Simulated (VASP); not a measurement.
Input of a VASP 6.6.1 run:

The input INCAR:

```
SYSTEM = Bi
ALGO     = Normal         ! electronic algorithm
EDIFF    = 1E-6           ! SCF threshold, eV
ENCUT    = 520            ! plane-wave cutoff, eV
GGA      = PE             ! functional
ISIF     = 2              ! what is computed and relaxed
ISMEAR   = -1             ! smearing method
LASPH    = .True.         ! aspherical terms in the spheres
LCHARG   = .False.        ! write CHGCAR
LREAL    = .False.        ! projectors in reciprocal space
LWAVE    = .False.        ! write WAVECAR
NBANDS   = 38             ! bands
NELM     = 60             ! most SCF steps
PREC     = Accurate       ! precision mode
SIGMA    = 0.08           ! smearing width, eV
```

Contents of KPOINTS:

```
k-points
0
Gamma
  3 5 5
  0 0 0
```

The input POSCAR:

```
Bi
1.0
    4.5350000000      2.6182834708      7.8760000000
   -2.2675000000      1.3091417354      3.9380000000
    0.0000000000     -2.6182834708      3.9380000000
Bi
4
Direct
    0.1143700681      0.2289116907      0.2469500014
    0.6184502985      0.2216265066      0.2415848821
    0.3882428756      0.7775966663      0.7511456170
    0.8789367957      0.7718647712      0.7603195347
```

Potentials or basis: VASP PAW PBE potentials, release 64 (Bi_d).

Command:

```bash
$ cat potpaw_PBE.64/Bi_d/POTCAR > POTCAR
$ mpirun -np 1 vasp_std > vasp.out
```

**Question.** What does it give for the band gap on the k mesh?

**Answer.** Zero (bands 30 and 31 overlap by 0.30 eV).

**Question.** Estimate the largest force.

**Answer.** 0.571 eV/Å.

**Question.** Estimate the pressure.

**Answer.** 2.2 GPa.

Forces in eV/Å, atoms in the order of the input:
```
Bi   0.043  0.145  0.046
Bi  -0.142  0.281  0.359
Bi  -0.105 -0.446 -0.340
Bi   0.204  0.020 -0.065
```

Caveat: spin-orbit coupling is left out, which moves the levels of the heavy elements.
